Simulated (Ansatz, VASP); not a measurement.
Ni in VASP and in Ansatz

File INCAR:

```
PREC = Accurate
ENCUT = 520
EDIFF = 1E-6
ISMEAR = -1
SIGMA = 0.1
LREAL = F
LASPH = T
NELM = 150
ALGO = Normal
ISIF = 2
LWAVE = F
LCHARG = T
ISPIN = 2
MAGMOM = 1
LORBIT = 11
LMAXMIX = 4
GGA = PE
LELF = T
LVHAR = T
NBANDS = 15
```

File KPOINTS:

```
Automatic mesh
0
Gamma
  18 18 18
```

File POSCAR:

```
Ni
1.0
    2.0200725915      0.0000000000      0.0000000000
    0.0000000000      2.0200725915      0.0000000000
    0.0000000000      0.0000000000      2.0200725915
Ni
1
Direct
    0.0000000000      0.0000000000      0.0000000000
```

Input for Ansatz:

```yaml
crystal:
  lattice:
    - [2.0200725915, 0.0, 0.0]
    - [0.0, 2.0200725915, 0.0]
    - [0.0, 0.0, 2.0200725915]
  atoms:
    - { symbol: Ni, position: [0.0, 0.0, 0.0], spin: 1.0 }
magnetization:
  spin_polarized: true
kpoints:
  mp_grid: { grid: [18, 18, 18] }
scf:
  occupations: { method: fermi_dirac, width: 0.1 }
hamiltonian:
  xc: pbe
  pseudopotentials: { kind: all_electron, lapw: { basis_error: 0.001 } }
output:
  forces: true
  stress: true
  eigenvalues: true
  populations: true
```

Change from the starting cell: volume scaled by 0.65, LAPW.

Alike in both runs: task single point; functional PBE; k mesh 18 × 18 × 18; occupations fermi-dirac, width 0.1 eV; collinear spin.

|  | VASP | Ansatz |
| --- | --- | --- |
| version | VASP 6.6.1 | Ansatz 0.2.0 |
| potentials or method | VASP PAW PBE potentials, release 64 (Ni), cutoff 520 eV | all-electron LAPW, scalar-relativistic |

```tsv
	VASP	Ansatz	Ansatz less VASP
pressure (GPa)	166.0	168.8	+2.80
net moment per atom (μB)	0.00	0.00	0.000
```

Both programs put the cell under a high pressure, so it lies far from rest at this level. Ansatz ran all-electron here, and VASP with PAW potentials. Ansatz's warnings: seeded moment not kept.

Noted on VASP's run: the cell as given lies far from equilibrium.
